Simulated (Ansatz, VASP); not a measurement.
## Zn4HO4: VASP beside Ansatz

```
CELL_PARAMETERS angstrom
5.60988 0.00000 0.00000
0.00000 5.60988 0.00000
0.00000 0.00000 3.27903
ATOMIC_POSITIONS crystal
Zn 0.18163 0.18163 0.50000
Zn 0.81837 0.81837 0.50000
Zn 0.68163 0.31837 0.00000
Zn 0.31837 0.68163 0.00000
O 0.81847 0.18153 0.50000
O 0.18153 0.81847 0.50000
O 0.68153 0.68153 0.00000
O 0.31847 0.31847 0.00000
H 0.99992 0.94337 0.00000
```

Alike in both runs: task single point; functional PBE; k mesh 4 × 4 × 8; occupations gaussian, width 0.05 eV; no spin polarisation.

|  | VASP | Ansatz |
| --- | --- | --- |
| version | VASP 6.6.1 | Ansatz 0.2.0 |
| potentials or method | VASP PAW PBE potentials, release 64 (Zn, O, H), cutoff 520 eV | scalar-relativistic, plane waves, PAW |
| valence electrons in the cell | 73 | 73 |

```csv
,VASP,Ansatz,Ansatz less VASP
gap on the k mesh at the Fermi level (eV),none,none,-
pressure (GPa),4.1,3.2,-0.89
"traceless stress, the component that is largest in VASP (GPa)",0.99,0.84,-0.150
rms of the force components (eV/Å),0.170,0.168,-0.0017
```

Atom by atom the forces differ by 0.003 eV/Å (rms over components). A gap of «none» marks a metal or a gap that the smearing closes.
